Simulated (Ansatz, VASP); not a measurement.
## One calculation of TiTe2, two programs

```
Ti Te
1.0
     3.69743    0.00000    0.00000
    -1.84871    3.20206    0.00000
     0.00000    0.00000    6.38933
Ti Te
1 2
Direct
  0.00000 0.00000 0.00000
  0.66667 0.33333 0.27114
  0.33333 0.66667 0.72886
```

Alike in both runs: functional PBE; dispersion D3(BJ); k mesh 15 × 15 × 8; occupations fermi-dirac, width 0.15 eV; no spin polarisation.

Ansatz relaxed the structure, and its values are those at the end. VASP's run is a single point on that final structure, the one shown.

|  | VASP | Ansatz |
| --- | --- | --- |
| version | VASP 6.6.1 | Ansatz 0.2.0 |
| potentials or method | VASP PAW PBE potentials, release 64 (Ti_sv, Te), cutoff 520 eV | scalar-relativistic, plane waves, PAW |
| valence electrons in the cell | 24 | 44 |

VASP gave:

* gap on the k mesh at the Fermi level (eV): none
* pressure (GPa): 0.0
* rms of the force components (eV/Å): 0.005

Task: Estimate Ansatz's values.

Result: gap on the k mesh at the Fermi level (eV): none; pressure (GPa): 0.0; rms of the force components (eV/Å): 0.000.

A gap of «none» marks a metal or a gap that the smearing closes. VASP's potentials hold 24 valence electrons a cell and Ansatz's 44, so a difference there can come from the potentials and not from the codes.

Spin-orbit coupling is off throughout.
